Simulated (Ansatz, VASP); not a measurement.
Two plane-wave programs on BN

```xyz
4
Lattice="2.5440 0.0000 0.0000 -1.2720 2.2031 0.0000 0.0000 0.0000 4.2078" Properties=species:S:1:pos:R:3 pbc="T T T"
B     0.0000    1.4688    0.0009
B     1.2720    0.7344    2.1048
N     0.0000    1.4688    1.5771
N     1.2720    0.7344    3.6810
```

Alike in both runs: task single point; functional r2SCAN; k mesh 12 × 12 × 6; no spin polarisation.

```csv
,VASP,Ansatz
version,VASP 6.6.1,Ansatz 0.2.0
potentials or method,"VASP PAW PBE potentials, release 64 (B, N)","plane waves, PAW"
plane-wave cutoff (eV),520,500
occupations,"gaussian, width 0.01 eV",fixed
valence electrons in the cell,16,16
```

Ansatz gave:

| Item | Value |
| --- | --- |
| gap on the k mesh at the Fermi level (eV) | 5.75 |
| pressure (GPa) | 0.0 |

Problem. Which values does VASP return?

Solution. gap on the k mesh at the Fermi level (eV): 5.72; pressure (GPa): 1.1.

VASP's potentials were made for PBE, not for r2SCAN.
